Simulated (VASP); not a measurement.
**HC18F: single point with PBE+D3(BJ)**

The system is HC18F, a slab with vacuum.

```xyz
20
Lattice="7.3980 0.0000 0.0000 -3.6990 6.4069 0.0000 0.0000 0.0000 13.0000" Properties=species:S:1:pos:R:3 pbc="T T T"
C    -0.0043    0.0771    1.1735
C     1.2514    0.8118    0.9666
C    -1.2433    2.2105    0.8501
C    -0.0005    2.9202    0.8477
C    -2.4680    4.3457    0.8690
C    -1.2346    5.0493    0.9370
C     2.4756    0.0789    1.2079
C     3.7070    0.7959    0.9278
C     1.2400    2.2022    0.8647
C     2.4718    2.9197    0.8568
C    -0.0010    4.3443    0.8816
C     1.2349    5.0537    0.9135
C     4.9232    0.0816    0.9078
C     6.1337    0.8014    0.9187
C     3.6998    2.2063    0.8564
C     4.9256    2.9193    0.8165
C     2.4672    4.3368    0.8919
C     3.6989    5.0256    0.9336
F     2.4512    0.0323    2.9128
H     0.0284    0.0593    2.3061
```

```
Program             : VASP 6.6.1
Task                : single point
Functional          : PBE
Dispersion          : D3(BJ)
Potentials or basis : VASP PAW PBE potentials, release 64 (C, F, H)
Cutoff              : 520 eV
k mesh              : 2 × 2 × 1
Occupations         : gaussian, width 0.02 eV
Spin                : no spin polarisation
```

```
Largest force              : 0.058 eV/Å
Band gap on the k mesh     : 0.01 eV
Dispersion energy per atom : -0.085 eV
```

Forces in eV/Å, atoms in the order of the input:
```
C   -0.021 -0.015 -0.002
C    0.006 -0.011  0.011
C    0.000  0.003  0.001
C   -0.007  0.004 -0.011
C   -0.002  0.002 -0.005
C    0.001  0.008  0.008
C    0.005 -0.003 -0.057
C   -0.013 -0.005  0.004
C   -0.002  0.009 -0.001
C    0.003 -0.003 -0.003
C    0.002  0.003  0.002
C   -0.002  0.005 -0.002
C   -0.001 -0.018 -0.008
C    0.025 -0.007  0.001
C   -0.004 -0.003 -0.002
C    0.004  0.001  0.002
C   -0.007  0.010 -0.004
C    0.006  0.025  0.002
F   -0.005 -0.004  0.055
H    0.010 -0.001  0.009
```

Levels at points of the mesh, in eV from the valence-band top:
```tsv
k point	band 38	band 39	band 40	band 41	band 42	band 43
(0.00, 0.00, 0.00)	-2.51	-1.45	0.00	0.01	0.87	2.40
(0.50, 0.00, 0.00)	-2.39	-2.24	-0.92	0.18	1.94	2.50
(0.00, 0.50, 0.00)	-2.53	-2.25	-0.82	0.23	2.06	2.44
(0.50, 0.50, 0.00)	-2.54	-2.34	-0.86	0.35	1.90	2.42
```

Wall time 3.6 min on 1 thread of Intel(R) Xeon(R) 6975P-C (Granite Rapids), with other jobs on the host, peak memory 0.64 GiB.

Caveat: the k points lie up to 0.49 Å⁻¹ apart.
